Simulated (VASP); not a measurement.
# Y (Fm-3m) in VASP: notebook

Y is run at these levels: PBEsol; tasks: single point.

Everything below comes from runs of VASP 6.6.1. Logs are shortened: lines on timing, memory, paths and dates and some standing lists are left out, and cuts for length are marked.

## 1. The cell of the first run

It takes space group Fm-3m (No. 225, cubic). The conventional cell has a = 4.955 Å, b = 4.955 Å, c = 4.955 Å, α = 90.00°, β = 90.00°, γ = 90.00°. Y (site symmetry m-3m) has 12 Y at 3.50 Å within 4.6 Å.

This isn't the form of Y at room conditions, which is hcp.

## 2. Single point, PBEsol

Contents of INCAR:

```
SYSTEM = Y
ALGO = Normal ; EDIFF = 1E-6
ENCUT = 500 ; GGA = PS
GGA_COMPAT = .FALSE. ; ISIF = 2
ISMEAR = -1 ; LASPH = .TRUE.
LCHARG = .FALSE. ; LREAL = .FALSE.
LWAVE = .FALSE. ; NBANDS = 12
NELM = 120 ; PREC = Accurate
SIGMA = 0.1
```

Contents of KPOINTS:

```
k-points
0
G
  8 8 8
  0 0 0
```

Contents of POSCAR:

```
Y
1.0
    0.0000000000      2.4775176943      2.4775176943
    2.4775176943      0.0000000000      2.4775176943
    2.4775176943      2.4775176943      0.0000000000
Y
1
Direct
    0.0000000000      0.0000000000      0.0000000000
```

Potentials or basis: VASP PAW PBE potentials, release 64 (Y_sv).

The run is started by

```bash
cat potpaw_PBE.64/Y_sv/POTCAR > POTCAR
mpirun -np 1 vasp_std > vasp.out
```

OUTCAR:

```text
SYSTEM = Y
   EDIFF = 1E-6
   ENCUT = 500
   GGA = PS
   ISIF = 2
   ISMEAR = -1
   LASPH = .TRUE.
   LREAL = .FALSE.
   NELM = 120
   PREC = Accurate

 ion  position               nearest neighbor table
   1  0.000  0.000  0.000-

  LATTYP: Found a face centered cubic cell.
 ALAT       =     4.9550353886

  Lattice vectors:

 A1 = (   0.0000000000,   2.4775176943,   2.4775176943)
 A2 = (   2.4775176943,   0.0000000000,   2.4775176943)
 A3 = (   2.4775176943,   2.4775176943,   0.0000000000)

Analysis of symmetry for initial positions (statically):
=====================================================================
 Subroutine PRICEL returns:
 Original cell was already a primitive cell.

 Routine SETGRP: Setting up the symmetry group for a
 face centered cubic supercell.

 Subroutine GETGRP returns: Found 48 space group operations
 (whereof 48 operations were pure point group operations)
 out of a pool of 48 trial point group operations.

The static configuration has the point symmetry O_h .

Analysis of symmetry for dynamics (positions and initial velocities):
=====================================================================
 Subroutine PRICEL returns:
 Original cell was already a primitive cell.

 Routine SETGRP: Setting up the symmetry group for a
 face centered cubic supercell.

 Subroutine GETGRP returns: Found 48 space group operations
 (whereof 48 operations were pure point group operations)
 out of a pool of 48 trial point group operations.

The dynamic configuration has the point symmetry O_h .

 Subroutine INISYM returns: Found 48 space group operations
 (whereof 48 operations are pure point group operations),
 and found     1 'primitive' translations

----------------------------------------------------------------------------------------

                                     Primitive cell

  volume of cell :      30.4145

  direct lattice vectors                    reciprocal lattice vectors
     0.000000000  2.477517694  2.477517694    -0.201814906  0.201814906  0.201814906
     2.477517694  0.000000000  2.477517694     0.201814906 -0.201814906  0.201814906
     2.477517694  2.477517694  0.000000000     0.201814906  0.201814906 -0.201814906

  length of vectors
     3.503739124  3.503739124  3.503739124     0.349553671  0.349553671  0.349553671

  position of ions in fractional coordinates (direct lattice)
     0.000000000  0.000000000  0.000000000

  ion indices of the primitive-cell ions
   primitive index   ion index
                 1           1

----------------------------------------------------------------------------------------

 KPOINTS: k-points

Automatic generation of k-mesh.
 Grid dimensions read from file:
 generate k-points for:    8    8    8

 Generating k-lattice:

  Cartesian coordinates                     Fractional coordinates (reciprocal lattice)
    -0.025226863  0.025226863  0.025226863     0.125000000  0.000000000  0.000000000
     0.025226863 -0.025226863  0.025226863     0.000000000  0.125000000  0.000000000
     0.025226863  0.025226863 -0.025226863     0.000000000  0.000000000  0.125000000

  Length of vectors
     0.043694209  0.043694209  0.043694209

  Shift w.r.t. Gamma in fractional coordinates (k-lattice)
     0.000000000  0.000000000  0.000000000

 Subroutine IBZKPT returns following result:
 ===========================================

 Found     29 irreducible k-points:

 Following reciprocal coordinates:
            Coordinates               Weight
  0.000000  0.000000  0.000000      1.000000
  0.125000  0.000000  0.000000      8.000000
  0.250000  0.000000  0.000000      8.000000
  0.375000  0.000000  0.000000      8.000000
  0.500000  0.000000  0.000000      4.000000
  0.125000  0.125000  0.000000      6.000000
[... 16 lines left out ...]
  0.500000  0.250000  0.125000     48.000000
 -0.375000  0.250000  0.125000     24.000000
 [... further k-points ...]
   k-points           NKPTS =     29   k-points in BZ     NKDIM =     29   number of bands    NBANDS=     12
   number of dos      NEDOS =    301   number of ions     NIONS =      1
   total plane-waves  NPLWV =  21952
   dimension x,y,z NGX =    28 NGY =   28 NGZ =   28
   dimension x,y,z NGXF=    56 NGYF=   56 NGZF=   56
   ions per type =               1
   NGX,Y,Z   is equivalent  to a cutoff of  13.29, 13.29, 13.29 a.u.
   NGXF,Y,Z  is equivalent  to a cutoff of  26.57, 26.57, 26.57 a.u.
 SYSTEM =  Y
   PREC   = accura    normal or accurate (medium, high low for compatibility)
   ISTART =      0    job   : 0-new  1-cont  2-samecut
   ICHARG =      2    charge: 1-file 2-atom 10-const
   ISPIN  =      1    spin polarized calculation?
   LNONCOLLINEAR =      F non collinear calculations
   LSORBIT =      F    spin-orbit coupling
   LASPH  =      T    aspherical Exc in radial PAW
   ENCUT  =  500.0 eV  36.75 Ry    6.06 a.u.   6.39  6.39  6.39*2*pi/ulx,y,z
   NELM   =    120;   NELMIN=  2; NELMDL= -5     # of ELM steps
   EDIFF  = 0.1E-05   stopping-criterion for ELM
   LREAL  =      F    real-space projection
   EDIFFG = 0.1E-04   stopping-criterion for IOM
   NSW    =      0    number of steps for IOM
   IBRION =     -1    ionic relax: 0-MD 1-quasi-New 2-CG
   NFREE  =      0    steps in history (QN), initial steepest desc. (CG)
   ISIF   =      2    stress and relaxation
   ISYM   =      2    0-nonsym 1-usesym 2-fastsym
   POTIM  = 0.5000    time-step for ionic-motion
   TEBEG  =    0.0;   TEEND  =   0.0 temperature during run
   PSTRESS=    0.0 pullay stress
   NELECT =      11.0000    total number of electrons
   NUPDOWN=      -1.0000    fix difference up-down
   EMIN   =  10.00;   EMAX   =-10.00  energy-range for DOS
   EFERMI =   0.00;   METHOD = LEGACY
   ISMEAR =    -1;   SIGMA  =   0.10  broadening in eV -4-tet -1-fermi 0-gaus
   EFERMI_NEDOS =   21; number of points for ismear=-14 and -15
   IALGO  =     38    algorithm
   IMIX   =      4    mixing-type and parameters
     AMIX     =   0.40;   BMIX     =  1.00
     AMIX_MAG =   1.60;   BMIX_MAG =  1.00
  volume/ion in A,a.u.               =      30.41       205.25
  Fermi-wavevector in a.u.,A,eV,Ry     =   1.166395  2.204167 18.510416  1.360477
  Thomas-Fermi vector in A             =   2.302909
   LORBIT       =      0    0 simple, 1 ext, 2 COOP (PROOUT), +10 PAW based schemes
   GGA     = PS    functional components
   LHFCALC =     F    Hartree Fock is set to
   AEXX    =    0.0000 exact exchange contribution
   IVDW    =     0    specifies the selected vdW correction
   LEPSILON=     F    determine dielectric tensor
   LRPA    =     F    only Hartree local field effects (RPA)
 non-spin polarized calculation
  energy-cutoff  :      500.00
  volume of cell :       30.41
 maximum number of plane-waves:       784
 NGX is ok and might be reduce to    28
   NGX = 13   NGY = 13   NGZ = 13

 number of electron      11.0000000 magnetization

 Free energy of the ion-electron system (eV)
  ---------------------------------------------------
  ext. energy  EPLUGINS =         0.00000000
  ---------------------------------------------------
  free energy    TOTEN  =        -6.82688812 eV

  energy without entropy =       -6.78142880  energy(sigma->0) =       -6.80415846

 E-fermi :   3.2992     XC(G=0):  -9.8365

 val. band max:        3.1734517472   @ k =  -0.3750   0.2500   0.1250
 cond. band min:       3.3589594744   @ k =   0.5000   0.2500   0.1250
 fundamental gap:      0.1855077272
 Fermi energy:         3.2992383401

 k-point     1 :       0.0000    0.0000    0.0000
  band No.  band energies     occupation
      1     -39.1170      2.00000
      2     -18.7760      2.00000
      3     -18.7760      2.00000
      4     -18.7760      2.00000
      5      -1.5575      2.00000
      6       5.1589      0.00000
      7       5.1589      0.00000
      8       5.1589      0.00000
      9       7.3442      0.00000
     10       7.3442      0.00000
     11      12.4886      0.00000
     12      15.9479      0.00000

 k-point     2 :       0.1250    0.0000    0.0000
  band No.  band energies     occupation
      1     -39.1042      2.00000
      2     -18.8872      2.00000
      3     -18.7898      2.00000
      4     -18.7898      2.00000
      5      -1.1450      2.00000
      6       4.7331      0.00000
      7       5.3350      0.00000
      8       5.3350      0.00000
      9       7.1580      0.00000
     10       7.1580      0.00000
     11      13.3492      0.00000
     12      14.6274      0.00000

 k-point     3 :       0.2500    0.0000    0.0000
  band No.  band energies     occupation
      1     -39.0731      2.00000
      2     -19.1463      2.00000
      3     -18.8228      2.00000
      4     -18.8228      2.00000
      5      -0.1016      2.00000
      6       4.0491      0.00111
      7       5.4256      0.00000
      8       5.4256      0.00000
      9       7.3102      0.00000
     10       7.3102      0.00000
     11      12.7181      0.00000
     12      15.2957      0.00000

 k-point     4 :       0.3750    0.0000    0.0000
  band No.  band energies     occupation
      1     -39.0417      2.00000
      2     -19.3936      2.00000
      3     -18.8554      2.00000
      4     -18.8554      2.00000
      5       0.9157      2.00000
      6       3.9001      0.00491
      7       5.1278      0.00000
      8       5.1278      0.00000
      9       8.2892      0.00000
     10       8.2892      0.00000
     11      11.7865      0.00000
     12      13.7609      0.00000

 k-point     5 :       0.5000    0.0000    0.0000
  band No.  band energies     occupation
      1     -39.0286      2.00000
      2     -19.4929      2.00000
      3     -18.8688      2.00000
      4     -18.8688      2.00000
      5       1.2329      2.00000
      6       4.1538      0.00039
      7       4.9723      0.00000
      8       4.9723      0.00000
      9       8.9440      0.00000
     10       8.9440      0.00000
     11      11.7364      0.00000
     12      12.2463      0.00000
[... 228 lines left out ...]
      1     -38.9997      2.00000
      2     -19.4452      2.00000
      3     -19.0297      2.00000
      4     -19.0297      2.00000
      5       1.4018      2.00000
      6       2.3038      1.99991
      7       5.7082      0.00000
      8       8.9570      0.00000
      9       9.4070      0.00000
     10       9.4070      0.00000
     11      11.5478      0.00000
     12      11.5478      0.00000

 k-point    22 :       0.3750    0.2500    0.1250
  band No.  band energies     occupation
      1     -39.0498      2.00000
      2     -19.2067      2.00000
      3     -18.9551      2.00000
      4     -18.8665      2.00000
      5       0.7578      2.00000
      6       3.5153      0.20672
      7       4.6747      0.00000
      8       6.3721      0.00000
      9       6.5345      0.00000
     10       8.6033      0.00000
     11      13.9412      0.00000
     12      15.9512      0.00000

 k-point    23 :       0.5000    0.2500    0.1250
  band No.  band energies     occupation
      1     -39.0246      2.00000
      2     -19.3381      2.00000
      3     -19.0340      2.00000
      4     -18.9068      2.00000
      5       1.8075      2.00000
      6       3.3590      0.70996
      7       4.0730      0.00087
      8       6.0617      0.00000
      9       7.7411      0.00000
     10       9.6275      0.00000
     11      12.1847      0.00000
     12      14.8539      0.00000

 k-point    24 :      -0.3750    0.2500    0.1250
  band No.  band energies     occupation
      1     -39.0141      2.00000
      2     -19.3939      2.00000
      3     -19.0589      2.00000
      4     -18.9286      2.00000
      5       2.2470      1.99995
      6       3.1735      1.55732
      7       4.2273      0.00019
      8       5.8683      0.00000
      9       8.5064      0.00000
     10       9.9924      0.00000
     11      10.9505      0.00000
     12      14.5443      0.00000

 [... further k-points ...]

------------------------ aborting loop because EDIFF is reached ----------------------------------------

  FORCE on cell =-STRESS in cart. coord.  units (eV):
  Direction    XX          YY          ZZ          XY          YZ          ZX
  --------------------------------------------------------------------------------------
  -------------------------------------------------------------------------------------
  Total        0.0978312      0.0978312      0.0978312     -0.0000000      0.0000000     -0.0000000
  in kB        5.1535619      5.1535619      5.1535619     -0.0000000      0.0000000     -0.0000000
  external PRESSURE =       5.1535619 kB  Pullay stress =       0.0000000 kB

 VOLUME and BASIS-vectors are now :
 -----------------------------------------------------------------------------
  energy-cutoff  :      500.00
  volume of cell :       30.41
      direct lattice vectors                 reciprocal lattice vectors
     0.000000000  2.477517694  2.477517694    -0.201814906  0.201814906  0.201814906
     2.477517694  0.000000000  2.477517694     0.201814906 -0.201814906  0.201814906
     2.477517694  2.477517694  0.000000000     0.201814906  0.201814906 -0.201814906

 POSITION                                       TOTAL-FORCE (eV/Angst)
 -----------------------------------------------------------------------------------
      0.00000      0.00000      0.00000         0.000000     -0.000000     -0.000000
 -----------------------------------------------------------------------------------
    total drift:                               -0.000000     -0.000000     -0.000000

  FREE ENERGIE OF THE ION-ELECTRON SYSTEM (eV)
  ---------------------------------------------------
  free  energy   TOTEN  =        -6.8268881236 eV

  energy  without entropy=       -6.7814287982  energy(sigma->0) =       -6.80415846
```

It took 7.7 s on 1 thread of Intel Xeon 6975P-C (Granite Rapids), shared host; peak memory 0.17 GiB.

Results:

```yaml
Free_energy: -6.8269 eV
Pressure: 0.5 GPa
Band_gap_on_the_k_mesh: zero (an odd number of electrons rules out a gap without spin polarisation)
```

Levels at points of the mesh, in eV from the Fermi level:
```
           k point  band 1  band 2  band 3  band 4  band 5  band 6  band 7  band 8  band 9  band 10
(0.00, 0.00, 0.00)  -42.42  -22.08  -22.08  -22.08   -4.86    1.86    1.86    1.86    4.04     4.04
(0.50, 0.00, 0.00)  -42.33  -22.79  -22.17  -22.17   -2.07    0.85    1.67    1.67    5.64     5.64
(0.50, 0.50, 0.00)  -42.30  -22.74  -22.33  -22.33   -1.90   -1.00    2.41    5.66    6.11     6.11
```

Caveat: the PAW data sets were made with another functional, which shifts forces and pressure a little.

## 3. Single point, PBEsol

This run uses another cell than the first one, of 31.34 Å³/atom.

Contents of INCAR:

```
SYSTEM = Y
ALGO = Normal
EDIFF = 1E-6
ENCUT = 500
GGA = PS
GGA_COMPAT = .FALSE.
ISIF = 2
ISMEAR = -1
LASPH = .TRUE.
LCHARG = .FALSE.
LREAL = .FALSE.
LWAVE = .FALSE.
NBANDS = 12
NELM = 120
PREC = Accurate
SIGMA = 0.1
```

KPOINTS is that of step 2.

Contents of POSCAR:

```
Y
1.0
    0.0000000000      2.5024190382      2.5024190382
    2.5024190382      0.0000000000      2.5024190382
    2.5024190382      2.5024190382      0.0000000000
Y
1
Direct
    0.0000000000      0.0000000000      0.0000000000
```

Potentials or basis: VASP PAW PBE potentials, release 64 (Y_sv).

The run is started by

```bash
cat potpaw_PBE.64/Y_sv/POTCAR > POTCAR
mpirun -np 1 vasp_std > vasp.out
```

It took 9.2 s on 1 thread of Intel Xeon 6975P-C (Granite Rapids), shared host; peak memory 0.17 GiB.

Results (log left out):

```
Free energy            : -6.8264 eV
Pressure               : -0.7 GPa
Band gap on the k mesh : zero (an odd number of electrons rules out a gap without spin polarisation)
```

Levels at points of the mesh, in eV from the Fermi level:
```csv
k point,band 2,band 3,band 4,band 5,band 6,band 7,band 8,band 9
"(0.00, 0.00, 0.00)",-22.18,-22.18,-22.18,-4.82,1.83,1.83,1.83,3.93
"(0.50, 0.00, 0.00)",-22.82,-22.26,-22.26,-2.03,0.75,1.65,1.65,5.47
"(0.50, 0.50, 0.00)",-22.78,-22.41,-22.41,-1.83,-0.94,2.26,5.48,5.91
```

Caveat: the PAW data sets were made with another functional, which shifts forces and pressure a little.
